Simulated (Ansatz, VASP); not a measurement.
## One calculation of Nb, two programs

```
CELL_PARAMETERS angstrom
-1.67462 1.67462 1.67462
1.67462 -1.67462 1.67462
1.67462 1.67462 -1.67462
ATOMIC_POSITIONS crystal
Nb 0.00000 0.00000 0.00000
```

Alike in both runs: functional BLYP; k mesh 13 × 13 × 13; occupations fermi-dirac, width 0.05 eV; collinear spin.

Ansatz relaxed the structure, and its values are those at the end. VASP's run is a single point on that final structure, the one shown.

|  | VASP | Ansatz |
| --- | --- | --- |
| version | VASP 6.6.1 | Ansatz 0.2.0 |
| potentials or method | VASP PAW PBE potentials, release 64 (Nb_sv), cutoff 520 eV | plane waves (420 eV) with PAW, scalar-relativistic |
| valence electrons in the cell | 13 | 13 |

|  | VASP | Ansatz | Ansatz less VASP |
| --- | --- | --- | --- |
| pressure (GPa) | -0.1 | 0.0 | +0.06 |
| net moment per atom (μB) | 0.00 | 0.00 | -0.001 |

VASP's potentials were made for PBE, not for BLYP. Ansatz's warnings: seeded moment not kept.
